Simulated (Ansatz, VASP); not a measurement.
**Two plane-wave programs on Sr**

The input INCAR:

```
SYSTEM = Sr
PREC = Accurate ; ENCUT = 520
EDIFF = 1E-6 ; ISMEAR = 0
SIGMA = 0.15 ; LREAL = .False.
LASPH = .True. ; NELM = 60
ALGO = Fast ; ISIF = 2
LWAVE = .False. ; LCHARG = .True.
GGA = PE ; LELF = .True.
LVHAR = .True. ; NBANDS = 11
```

KPOINTS

```
Automatic mesh
0
Gamma
  14 14 14
  0 0 0
```

The input POSCAR:

```
Sr
1.0
    0.0000000000      3.1184087500      3.0423500000
    3.1184087500      0.0000000000      3.0423500000
    3.1184087500      3.1184087500      0.0000000000
Sr
1
Direct
    0.0000000000      0.0000000000      0.0000000000
```

Input for Ansatz:

```yaml
crystal:
  lattice:
    - [0.0, 3.11840875, 3.04235]
    - [3.11840875, 0.0, 3.04235]
    - [3.11840875, 3.11840875, 0.0]
  atoms:
    - { symbol: Sr, position: [0.0, 0.0, 0.0] }
basis:
  ecutwfc: 420
kpoints:
  mp_grid: { grid: [14, 14, 14] }
hamiltonian:
  xc: pbe
scf:
  occupations: { method: gaussian, width: 0.15 }
output:
  forces: true
  stress: true
  eigenvalues: true
```

Change from the starting cell: strain +0.025 along x and y, +0.000 along z, atoms carried along.

Alike in both runs: task single point; functional PBE; k mesh 14 × 14 × 14; occupations gaussian, width 0.15 eV; no spin polarisation.

|  | VASP | Ansatz |
| --- | --- | --- |
| version | VASP 6.6.1 | Ansatz 0.2.0 |
| potentials or method | VASP PAW PBE potentials, release 64 (Sr_sv), cutoff 520 eV | scalar-relativistic, plane waves, PAW |
| valence electrons in the cell | 10 | 10 |

```tsv
	VASP	Ansatz	Ansatz less VASP
gap on the k mesh at the Fermi level (eV)	none	none	-
pressure (GPa)	-0.8	-0.8	-0.01
traceless stress, the component that is largest in VASP (GPa)	0.07	0.07	0.000
```

A gap of «none» marks a metal or a gap that the smearing closes. The functional is the same, so the differences come from potentials, cutoffs and numerics.
